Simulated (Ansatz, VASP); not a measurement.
**One calculation of Si16O, two programs**

```
Si O
1.0
     0.00000    5.43000    5.43000
     5.43000    0.00000    5.43000
     5.43000    5.43000    0.00000
Si O
16 1
Direct
  0.01693 0.99694 0.00136
  0.13793 0.12618 0.12665
  0.00157 0.99787 0.50010
  0.12012 0.12355 0.62542
  0.99820 0.50030 0.00174
  0.12834 0.62269 0.12369
  0.98869 0.49721 0.49775
  0.10970 0.62190 0.62761
  0.51097 0.00399 0.04028
  0.64332 0.13003 0.15349
  0.48566 0.95750 0.50967
  0.63677 0.11611 0.66921
  0.50330 0.50142 0.99562
  0.62340 0.62923 0.12349
  0.48343 0.47273 0.49484
  0.61549 0.58658 0.62042
  0.55597 0.93834 0.69309
```

Alike in both runs: functional PBE; dispersion D3(BJ); k mesh 2 × 2 × 2; occupations fermi-dirac, width 0.05 eV; collinear spin.

Ansatz relaxed the structure, and its values are those at the end. VASP's run is a single point on that final structure, the one shown.

```csv
,VASP,Ansatz
version,VASP 6.6.1,Ansatz 0.2.0
potentials or method,"VASP PAW PBE potentials, release 64 (Si, O), cutoff 520 eV","scalar-relativistic, plane waves, PAW"
valence electrons in the cell,70,70
```

```csv
,VASP,Ansatz,Ansatz less VASP
rms of the force components (eV/Å),0.015,0.007,-0.0081
net moment per atom (μB),0.00,0.00,0.000
```

Ansatz's warnings: seeded moment not kept.

The k mesh is coarse, so the values compare programs but aren't converged.
